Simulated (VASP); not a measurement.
**TaN (CsCl type): single point with PBE**

The system is TaN (CsCl type).

```xyz
2
Lattice="2.2932 0.0000 0.0000 0.0000 2.2932 0.0000 0.0000 0.0000 2.2932" Properties=species:S:1:pos:R:3 pbc="T T T"
Ta    0.0000    0.0000    0.0000
N     1.1466    1.1466    1.1466
```

This cell differs from its parent crystal: volume scaled by 0.58.

```json
{
 "Program": "VASP 6.6.1",
 "Task": "single point",
 "Functional": "PBE",
 "Potentials or basis": "VASP PAW PBE potentials, release 64 (Ta_pv, N)",
 "Cutoff": "520 eV",
 "k mesh": "14 × 14 × 14",
 "Occupations": "fermi-dirac, width 0.05 eV",
 "Spin": "no spin polarisation"
}
```

```yaml
Pressure: 569.3 GPa
Band_gap_on_the_k_mesh: zero (band 8 reaches 28.80 eV, above the bottom of band 9 at 13.21 eV)
```

Levels at points of the mesh, in eV from the Fermi level:
| k point | band 6 | band 7 | band 8 | band 9 | band 10 | band 11 |
| --- | --- | --- | --- | --- | --- | --- |
| (0.00, 0.00, 0.00) | -9.57 | -3.85 | -3.85 | -3.85 | 6.99 | 6.99 |
| (0.50, 0.00, 0.00) | -8.54 | -8.54 | -7.08 | 7.35 | 8.54 | 8.59 |
| (0.50, 0.50, 0.00) | -7.70 | -5.58 | -3.98 | 0.13 | 0.13 | 3.72 |
| (0.50, 0.50, 0.50) | -16.34 | -16.34 | 11.63 | 11.63 | 11.63 | 13.30 |

It took 12 s on 1 thread of Intel(R) Xeon(R) Platinum 8559C (Emerald Rapids), with other jobs on the host, peak memory 0.14 GiB.

Caveat: spin-orbit coupling is left out, which moves the levels of the heavy elements.
